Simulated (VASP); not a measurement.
Set up this calculation in VASP 6.6.1, as the native input.

```yaml
Task: single point
Functional: r2SCAN
Potentials_or_basis: VASP PAW PBE potentials, release 64 (Ga_d, N)
Cutoff: 520 eV
k_mesh: 12 × 12 × 12
Occupations: gaussian, width 0.05 eV
Spin: no spin polarisation
Dipole_correction: no
Further_INCAR_settings: ALGO = Normal; EDIFF = 1e-06; NBANDS = 16
```

The system is GaN.

```
CELL_PARAMETERS angstrom
0.00000 2.13524 2.13524
2.13524 0.00000 2.13524
2.13524 2.13524 0.00000
ATOMIC_POSITIONS crystal
Ga 0.97073 0.97073 0.02927
N 0.50000 0.50000 0.50000
```

This cell differs from its parent crystal: all Ga atoms moved +0.125 Å, as atom 1 towards its neighbour atom 2 (N) at 2.135 Å.

The input as run:

POSCAR

```
GaN
1.0
    0.0000000000      2.1352350000      2.1352350000
    2.1352350000      0.0000000000      2.1352350000
    2.1352350000      2.1352350000      0.0000000000
Ga N
1 1
Direct
   -0.0292707828     -0.0292707828      0.0292707828
    0.5000000000      0.5000000000      0.5000000000
```

INCAR.step1

```
SYSTEM = GaN
PREC = Accurate ; ENCUT = 520
ISMEAR = 0 ; SIGMA = 0.05
LREAL = .False. ; LASPH = .True.
NELM = 100 ; NBANDS = 16
GGA = PE ; ALGO = Normal
EDIFF = 1E-4 ; LWAVE = .True.
LCHARG = .False.
```

INCAR.step2

```
SYSTEM = GaN
PREC = Accurate ; ENCUT = 520
EDIFF = 1E-6 ; ISMEAR = 0
SIGMA = 0.05 ; LREAL = .False.
LASPH = .True. ; NELM = 100
ALGO = Normal ; ISIF = 2
LWAVE = .False. ; LCHARG = .True.
METAGGA = R2SCAN ; LMIXTAU = .True.
LELF = .True. ; LVHAR = .True.
NBANDS = 16 ; ISTART = 1
```

KPOINTS

```
Automatic mesh
0
Gamma
  12 12 12
  0 0 0
```

Potentials or basis: VASP PAW PBE potentials, release 64 (Ga_d, N).

Launch:

```sh
$ cat potpaw_PBE.64/Ga_d/POTCAR potpaw_PBE.64/N/POTCAR > POTCAR
$ cp INCAR.step1 INCAR
$ mpirun -np 1 vasp_std > vasp.out
$ cp INCAR.step2 INCAR
$ mpirun -np 1 vasp_std > vasp.out
```

Results of the run:

```json
{
  "Pressure": "-5.7 GPa",
  "Largest force": "0.350 eV/Å",
  "Band gap on the k mesh": "0.89 eV (least direct gap 2.87 eV)"
}
```

Caveat: the cell differs from its parent crystal (all Ga atoms moved +0.125 Å, as atom 1 towards its neighbour atom 2 (N) at 2.135 Å); the cell stands under tension; the PAW data sets were made with another functional, which shifts forces and pressure a little.

Wall time 3.7 min on 1 thread of AMD EPYC 7R43 64-Core Processor (Zen 3), with other jobs on the host, peak memory 0.15 GiB.
